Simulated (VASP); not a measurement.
# Si6Ge in VASP: notebook

The runs below take Si6Ge through single point, with PBE.

Program: VASP 6.6.1. These are calculated values, not measurements. Logs are shortened: lines on timing, memory, paths and dates and some standing lists are left out, and cuts for length are marked.

**1. The cell of the first run**

The typed cell holds 7 atoms: a = 3.564 Å, b = 3.564 Å, c = 9.064 Å, α = 90.00°, β = 90.00°, γ = 88.55°.

**2. Single point, PBE**

Contents of INCAR:

```
SYSTEM = Si6Ge
PREC = Accurate
ENCUT = 520
EDIFF = 1E-6
ISMEAR = 0
SIGMA = 0.1
LREAL = .FALSE.
LASPH = .TRUE.
NELM = 60
ALGO = Normal
ISIF = 2
LWAVE = .FALSE.
LCHARG = .FALSE.
GGA = PE
NBANDS = 28
```

Contents of KPOINTS:

```
regular mesh
0
G
  10 10 4
  0 0 0
```

Contents of POSCAR:

```
Si6Ge
1.0
    2.5518357959     -2.4881915043      0.0333901292
    2.5518357959      2.4881915043      0.0333901292
   -0.1186756429      0.0000000000      9.0632556396
Si Ge
6 1
Direct
    0.7495814328      0.2504185672      0.0000000000
    0.2504185672      0.7495814328      0.0000000000
    0.5000229089      1.0000179950      0.7399086669
   -0.0000179950      0.4999770911      0.2600913331
    0.4999770911     -0.0000179950      0.2600913331
    1.0000179950      0.5000229089      0.7399086669
    0.5000000000      0.5000000000      0.5000000000
```

Potentials or basis: VASP PAW PBE potentials, release 64 (Si, Ge_d).

Launch:

```bash
$ cat potpaw_PBE.64/Si/POTCAR potpaw_PBE.64/Ge_d/POTCAR > POTCAR
$ mpirun -np 1 vasp_std > vasp.out
```

OUTCAR:

```text
SYSTEM = Si6Ge
   PREC = Accurate
   ENCUT = 520
   EDIFF = 1E-6
   ISMEAR = 0
   LREAL = .FALSE.
   LASPH = .TRUE.
   NELM = 60
   ISIF = 2
   GGA = PE

 ion  position               nearest neighbor table
   1  0.750  0.250  0.000-   2 2.48   2 2.49   2 2.55   2 2.55   4 2.68   3 2.68   6 2.68   5 2.68

   2  0.250  0.750  0.000-   1 2.48   1 2.49   1 2.55   1 2.55   5 2.68   6 2.68   3 2.68   4 2.68

   3  0.500  0.000  0.740-   6 2.49   6 2.49   6 2.55   6 2.55   1 2.68   2 2.68   7 2.81   7 2.81

   4  1.000  0.500  0.260-   5 2.49   5 2.49   5 2.55   5 2.55   1 2.68   2 2.68   7 2.81   7 2.81

   5  0.500  1.000  0.260-   4 2.49   4 2.49   4 2.55   4 2.55   2 2.68   1 2.68   7 2.81   7 2.81

   6  0.000  0.500  0.740-   3 2.49   3 2.49   3 2.55   3 2.55   2 2.68   1 2.68   7 2.81   7 2.81

   7  0.500  0.500  0.500-   3 2.81   4 2.81   5 2.81   6 2.81   6 2.81   3 2.81   5 2.81   4 2.81

  LATTYP: Found a simple monoclinic cell.
 ALAT       =     3.5642780183
 B/A-ratio  =     2.5430206449
 C/A-ratio  =     1.3961826162
 COS(beta)  =    -0.6980913081

  Lattice vectors:

 A1 = (   2.5518357959,   2.4881915043,   0.0333901292)
 A2 = (  -0.1186756429,   0.0000000000,   9.0632556396)
 A3 = (   0.0000000000,  -4.9763830086,   0.0000000000)

Analysis of symmetry for initial positions (statically):
=====================================================================
 Subroutine PRICEL returns:
 Original cell was already a primitive cell.

 Routine SETGRP: Setting up the symmetry group for a
 simple monoclinic supercell.

 Subroutine GETGRP returns: Found  2 space group operations
 (whereof  2 operations were pure point group operations)
 out of a pool of  4 trial point group operations.

The static configuration has the point symmetry S_2 .

Analysis of symmetry for dynamics (positions and initial velocities):
=====================================================================
 Subroutine PRICEL returns:
 Original cell was already a primitive cell.

 Routine SETGRP: Setting up the symmetry group for a
 simple monoclinic supercell.

 Subroutine GETGRP returns: Found  2 space group operations
 (whereof  2 operations were pure point group operations)
 out of a pool of  4 trial point group operations.

The dynamic configuration has the point symmetry S_2 .

 Subroutine INISYM returns: Found  2 space group operations
 (whereof  2 operations are pure point group operations),
 and found     1 'primitive' translations

----------------------------------------------------------------------------------------

                                     Primitive cell

  volume of cell :     115.1132

  direct lattice vectors                    reciprocal lattice vectors
     2.551835796 -2.488191504  0.033390129     0.195903807 -0.200949163  0.002565194
     2.551835796  2.488191504  0.033390129     0.195903807  0.200949163  0.002565194
    -0.118675643  0.000000000  9.063255640    -0.001443467  0.000000000  0.110316727

  length of vectors
     3.564278018  3.564278018  9.064032585     0.280651827  0.280651827  0.110326170

  position of ions in fractional coordinates (direct lattice)
     0.749581433  0.250418567  0.000000000
     0.250418567  0.749581433  0.000000000
     0.500022909  0.000017995  0.739908667
     0.999982005  0.499977091  0.260091333
     0.499977091  0.999982005  0.260091333
     0.000017995  0.500022909  0.739908667
     0.500000000  0.500000000  0.500000000

  ion indices of the primitive-cell ions
   primitive index   ion index
                 1           1
                 2           2
                 3           3
                 4           4
                 5           5
                 6           6
                 7           7

----------------------------------------------------------------------------------------

 KPOINTS: regular mesh

Automatic generation of k-mesh.
 Grid dimensions read from file:
 generate k-points for:   10   10    4

 Generating k-lattice:

  Cartesian coordinates                     Fractional coordinates (reciprocal lattice)
     0.019590381 -0.020094916  0.000256519     0.100000000  0.000000000 -0.000000000
     0.019590381  0.020094916  0.000256519     0.000000000  0.100000000 -0.000000000
    -0.000360867  0.000000000  0.027579182     0.000000000  0.000000000  0.250000000

  Length of vectors
     0.028065183  0.028065183  0.027581543

  Shift w.r.t. Gamma in fractional coordinates (k-lattice)
     0.000000000  0.000000000  0.000000000

 Subroutine IBZKPT returns following result:
 ===========================================

 Found    204 irreducible k-points:

 Following reciprocal coordinates:
            Coordinates               Weight
  0.000000  0.000000  0.000000      1.000000
  0.100000  0.000000  0.000000      2.000000
 -0.000000 -0.100000  0.000000      2.000000
  0.200000  0.000000  0.000000      2.000000
 -0.000000 -0.200000  0.000000      2.000000
  0.300000  0.000000  0.000000      2.000000
[... 16 lines left out ...]
 -0.300000  0.100000  0.000000      2.000000
 -0.100000  0.300000  0.000000      2.000000
 [... further k-points ...]
   k-points           NKPTS =    204   k-points in BZ     NKDIM =    204   number of bands    NBANDS=     28
   number of dos      NEDOS =    301   number of ions     NIONS =      7
   total plane-waves  NPLWV =  54880
   dimension x,y,z NGX =    28 NGY =   28 NGZ =   70
   dimension x,y,z NGXF=    56 NGYF=   56 NGZF=  140
   ions per type =               6   1
   NGX,Y,Z   is equivalent  to a cutoff of  13.06, 13.06, 12.84 a.u.
   NGXF,Y,Z  is equivalent  to a cutoff of  26.12, 26.12, 25.68 a.u.
 SYSTEM =  Si6Ge
   PREC   = accura    normal or accurate (medium, high low for compatibility)
   ISTART =      0    job   : 0-new  1-cont  2-samecut
   ICHARG =      2    charge: 1-file 2-atom 10-const
   ISPIN  =      1    spin polarized calculation?
   LNONCOLLINEAR =      F non collinear calculations
   LSORBIT =      F    spin-orbit coupling
   LASPH  =      T    aspherical Exc in radial PAW
   ENCUT  =  520.0 eV  38.22 Ry    6.18 a.u.   6.63  6.63 16.85*2*pi/ulx,y,z
   NELM   =     60;   NELMIN=  2; NELMDL= -5     # of ELM steps
   EDIFF  = 0.1E-05   stopping-criterion for ELM
   LREAL  =      F    real-space projection
   EDIFFG = 0.1E-04   stopping-criterion for IOM
   NSW    =      0    number of steps for IOM
   IBRION =     -1    ionic relax: 0-MD 1-quasi-New 2-CG
   NFREE  =      0    steps in history (QN), initial steepest desc. (CG)
   ISIF   =      2    stress and relaxation
   ISYM   =      2    0-nonsym 1-usesym 2-fastsym
   POTIM  = 0.5000    time-step for ionic-motion
   TEBEG  =    0.0;   TEEND  =   0.0 temperature during run
   PSTRESS=    0.0 pullay stress
   NELECT =      38.0000    total number of electrons
   NUPDOWN=      -1.0000    fix difference up-down
   EMIN   =  10.00;   EMAX   =-10.00  energy-range for DOS
   EFERMI =   0.00;   METHOD = LEGACY
   ISMEAR =     0;   SIGMA  =   0.10  broadening in eV -4-tet -1-fermi 0-gaus
   EFERMI_NEDOS =   21; number of points for ismear=-14 and -15
   IALGO  =     38    algorithm
   IMIX   =      4    mixing-type and parameters
     AMIX     =   0.40;   BMIX     =  1.00
     AMIX_MAG =   1.60;   BMIX_MAG =  1.00
  volume/ion in A,a.u.               =      16.44       110.97
  Fermi-wavevector in a.u.,A,eV,Ry     =   1.131430  2.138092 17.417275  1.280134
  Thomas-Fermi vector in A             =   2.268129
   LORBIT       =      0    0 simple, 1 ext, 2 COOP (PROOUT), +10 PAW based schemes
   GGA     = PE    functional components
   LHFCALC =     F    Hartree Fock is set to
   AEXX    =    0.0000 exact exchange contribution
   IVDW    =     0    specifies the selected vdW correction
   LEPSILON=     F    determine dielectric tensor
   LRPA    =     F    only Hartree local field effects (RPA)
 non-spin polarized calculation
 Gauss-broadening in eV      SIGMA  =   0.10
  energy-cutoff  :      520.00
  volume of cell :      115.11
 maximum number of plane-waves:      3124
   NGX = 13   NGY = 13   NGZ = 33

 number of electron      37.9999997 magnetization

 Free energy of the ion-electron system (eV)
  ---------------------------------------------------
  ext. energy  EPLUGINS =         0.00000000
  ---------------------------------------------------
  free energy    TOTEN  =       -34.51839643 eV

  energy without entropy =      -34.50931626  energy(sigma->0) =      -34.51385635

 E-fermi :   8.2960     XC(G=0): -10.7085

 val. band max:        8.2888044626   @ k =  -0.3000   0.3000   0.0000
 cond. band min:       8.3005829248   @ k =   0.0000   0.2000  -0.2500
 fundamental gap:      0.0117784622
 Fermi energy:         8.2959600417

 k-point     1 :       0.0000    0.0000    0.0000
  band No.  band energies     occupation
      1     -16.4216      2.00000
      2     -16.4197      2.00000
      3     -16.4154      2.00000
      4     -16.4090      2.00000
      5     -16.3916      2.00000
      6      -5.4326      2.00000
[... 20 lines left out ...]
     27      12.1353      0.00000
     28      12.4158      0.00000

 k-point     2 :       0.1000    0.0000    0.0000
  band No.  band energies     occupation
      1     -16.4213      2.00000
      2     -16.4200      2.00000
      3     -16.4141      2.00000
      4     -16.4093      2.00000
      5     -16.3920      2.00000
      6      -5.3204      2.00000
[... 20 lines left out ...]
     27      12.4125      0.00000
     28      12.6730      0.00000

 k-point     3 :      -0.0000   -0.1000    0.0000
  band No.  band energies     occupation
      1     -16.4213      2.00000
      2     -16.4200      2.00000
      3     -16.4141      2.00000
      4     -16.4093      2.00000
      5     -16.3920      2.00000
      6      -5.3204      2.00000
[... 20 lines left out ...]
     27      12.4125      0.00000
     28      12.6730      0.00000

 k-point     4 :       0.2000    0.0000    0.0000
  band No.  band energies     occupation
      1     -16.4211      2.00000
      2     -16.4207      2.00000
      3     -16.4103      2.00000
      4     -16.4100      2.00000
      5     -16.3930      2.00000
      6      -4.9846      2.00000
[... 20 lines left out ...]
     27      12.5404      0.00000
     28      12.8742      0.00000

 k-point     5 :      -0.0000   -0.2000    0.0000
  band No.  band energies     occupation
      1     -16.4211      2.00000
      2     -16.4207      2.00000
      3     -16.4103      2.00000
      4     -16.4100      2.00000
      5     -16.3930      2.00000
      6      -4.9846      2.00000
[... 20 lines left out ...]
     27      12.5404      0.00000
     28      12.8750      0.00000

 k-point     6 :       0.3000    0.0000    0.0000
  band No.  band energies     occupation
      1     -16.4227      2.00000
      2     -16.4203      2.00000
      3     -16.4106      2.00000
      4     -16.4053      2.00000
      5     -16.3943      2.00000
      6      -4.4290      2.00000
[... 463 lines left out ...]
      5     -16.3956      2.00000
      6      -3.5410      2.00000
[... 20 lines left out ...]
     27      12.6498      0.00000
     28      12.8053      0.00000

 k-point    22 :      -0.1000    0.4000    0.0000
  band No.  band energies     occupation
      1     -16.4242      2.00000
      2     -16.4192      2.00000
      3     -16.4115      2.00000
      4     -16.4005      2.00000
      5     -16.3956      2.00000
      6      -3.5410      2.00000
[... 20 lines left out ...]
     27      12.6498      0.00000
     28      12.8058      0.00000

 k-point    23 :      -0.3000    0.1000    0.0000
  band No.  band energies     occupation
      1     -16.4228      2.00000
      2     -16.4196      2.00000
      3     -16.4111      2.00000
      4     -16.4044      2.00000
      5     -16.3947      2.00000
      6      -4.3065      2.00000
[... 20 lines left out ...]
     27      12.2936      0.00000
     28      12.5823      0.00000

 k-point    24 :      -0.1000    0.3000    0.0000
  band No.  band energies     occupation
      1     -16.4228      2.00000
      2     -16.4196      2.00000
      3     -16.4111      2.00000
      4     -16.4044      2.00000
      5     -16.3947      2.00000
      6      -4.3065      2.00000
[... 20 lines left out ...]
     27      12.2936      0.00000
     28      12.5823      0.00000

 [... further k-points ...]
[... 5 lines left out ...]
  --------------------------------------------------------------------------------------
  -------------------------------------------------------------------------------------
  Total       -0.0233504     -0.0248055     -0.0037824      0.0000023     -0.0000010      0.0000885
  in kB       -0.3249968     -0.3452499     -0.0526442      0.0000316     -0.0000139      0.0012312
  external PRESSURE =      -0.2409636 kB  Pullay stress =       0.0000000 kB

 VOLUME and BASIS-vectors are now :
 -----------------------------------------------------------------------------
  energy-cutoff  :      520.00
  volume of cell :      115.11
      direct lattice vectors                 reciprocal lattice vectors
     2.551835796 -2.488191504  0.033390129     0.195903807 -0.200949163  0.002565194
     2.551835796  2.488191504  0.033390129     0.195903807  0.200949163  0.002565194
    -0.118675643  0.000000000  9.063255640    -0.001443467  0.000000000  0.110316727

 POSITION                                       TOTAL-FORCE (eV/Angst)
 -----------------------------------------------------------------------------------
      2.55184     -1.24201      0.03339         0.000002     -0.000206     -0.000000
      2.55184      1.24201      0.03339        -0.000002      0.000206      0.000000
      1.18821     -1.24411      6.72268        -0.000116      0.000078      0.002806
      3.79678     -1.24411      2.40736         0.000115      0.000079     -0.002808
      3.79678      1.24411      2.40736         0.000116     -0.000078     -0.002806
      1.18821      1.24411      6.72268        -0.000115     -0.000079      0.002808
      2.49250      0.00000      4.56502         0.000000      0.000000      0.000000
 -----------------------------------------------------------------------------------
    total drift:                                0.000000      0.000000      0.000000

  FREE ENERGIE OF THE ION-ELECTRON SYSTEM (eV)
  ---------------------------------------------------
  free  energy   TOTEN  =       -34.5183964266 eV

  energy  without entropy=      -34.5093162641  energy(sigma->0) =      -34.51385635
```

Wall time 4.6 min (1 thread of Intel Xeon 6975P-C (Granite Rapids), shared host); peak memory 0.61 GiB.

What came out:

```
Free energy            : -34.5184 eV
Pressure               : 0.0 GPa
Band gap on the k mesh : zero (band 19 reaches 9.36 eV, above the bottom of band 20 at 5.32 eV)
```

Forces on the atoms (eV/Å):
```
Si   0.000  0.000  0.000
Si   0.000  0.000  0.000
Si   0.000  0.000  0.003
Si   0.000  0.000 -0.003
Si   0.000  0.000 -0.003
Si   0.000  0.000  0.003
Ge   0.000  0.000  0.000
```

Levels at points of the mesh, in eV from the Fermi level:
```csv
k point,band 15,band 16,band 17,band 18,band 19,band 20,band 21,band 22,band 23,band 24
"(0.00, 0.00, 0.00)",-2.10,-1.96,-1.23,-0.18,0.08,0.96,1.09,1.46,2.55,2.83
"(0.50, 0.00, 0.00)",-2.51,-0.64,-0.30,-0.08,0.16,0.39,0.54,2.39,2.50,2.67
"(0.00, 0.50, 0.00)",-2.51,-0.64,-0.30,-0.08,0.16,0.39,0.54,2.39,2.50,2.67
"(0.50, 0.50, 0.00)",-5.57,-5.51,-3.92,-2.29,-1.49,-0.88,-0.84,-0.79,-0.57,1.77
"(0.00, 0.00, 0.50)",-2.40,-2.20,-2.08,-1.46,0.76,0.80,1.52,1.55,2.21,2.51
"(0.50, 0.00, 0.50)",-0.80,-0.40,-0.34,-0.11,-0.01,0.44,0.69,0.70,1.03,2.26
"(0.00, 0.50, 0.50)",-0.80,-0.40,-0.34,-0.11,-0.01,0.44,0.69,0.70,1.03,2.26
"(0.50, 0.50, 0.50)",-4.67,-4.61,-4.23,-3.71,-3.40,-2.97,0.45,2.10,2.42,2.57
```

**3. Single point, PBE (volume scaled by 1.10, then relaxed in part)**

Contents of INCAR:

```
  PREC = Accurate
  ENCUT = 520
  EDIFF = 1E-7
  ISMEAR = 0
  SIGMA = 0.1
  LREAL = F
  LASPH = T
  NELM = 100
  ALGO = Normal
  ISIF = 2
  LWAVE = F
  LCHARG = T
  GGA = PE
  LELF = T
  LVHAR = T
  NBANDS = 28
```

Contents of KPOINTS:

```
Automatic mesh
0
Gamma
  10 10 4
```

Contents of POSCAR:

```
Si6Ge
1.0
    2.6226268651     -2.5573223789      0.0343232118
    2.6226268651      2.5573223789      0.0343232118
   -0.1235732136      0.0000000000      9.4393173763
Si Ge
6 1
Direct
    0.7487986070      0.2512013930      0.0000000000
    0.2512013930      0.7487986070      0.0000000000
    0.5000077867      1.0000058812      0.7436461737
   -0.0000058812      0.4999922133      0.2563538263
    0.4999922133     -0.0000058812      0.2563538263
    1.0000058812      0.5000077867      0.7436461737
    0.5000000000      0.5000000000      0.5000000000
```

Potentials or basis: VASP PAW PBE potentials, release 64 (Si, Ge_d).

Launch:

```bash
$ cat potpaw_PBE.64/Si/POTCAR potpaw_PBE.64/Ge_d/POTCAR > POTCAR
$ mpirun -np 1 vasp_std > vasp.out
```

Wall time 2.8 min (1 thread of Intel Xeon 6975P-C (Granite Rapids), shared host); peak memory 0.45 GiB.

Results (log left out):

- Free energy: -34.2500 eV
- Pressure: -6.8 GPa
- Largest force: 0.009 eV/Å
- Band gap on the k mesh: zero (band 19 reaches 8.23 eV, above the bottom of band 20 at 4.59 eV)

Forces in eV/Å, atoms in the order of the input:
```
Si   0.000  0.009  0.000
Si   0.000 -0.009  0.000
Si   0.000  0.000  0.001
Si   0.000  0.000 -0.001
Si   0.000  0.000 -0.001
Si   0.000  0.000  0.001
Ge   0.000  0.000  0.000
```

Levels at points of the mesh, in eV from the Fermi level:
```tsv
k point	band 16	band 17	band 18	band 19	band 20	band 21	band 22	band 23
(0.00, 0.00, 0.00)	-1.78	-1.58	-0.22	-0.09	0.78	1.00	1.69	2.61
(0.50, 0.00, 0.00)	-0.46	-0.24	0.03	0.22	0.48	0.56	2.25	2.33
(0.50, 0.50, 0.00)	-5.03	-3.61	-2.44	-1.38	-0.83	-0.66	-0.65	-0.63
(0.00, 0.00, 0.50)	-1.99	-1.91	-1.73	0.33	0.50	1.61	1.94	2.27
(0.50, 0.00, 0.50)	-0.29	-0.20	0.00	0.09	0.45	0.67	0.73	1.03
(0.50, 0.50, 0.50)	-4.44	-4.13	-3.42	-3.00	-2.59	0.65	1.93	2.14
```
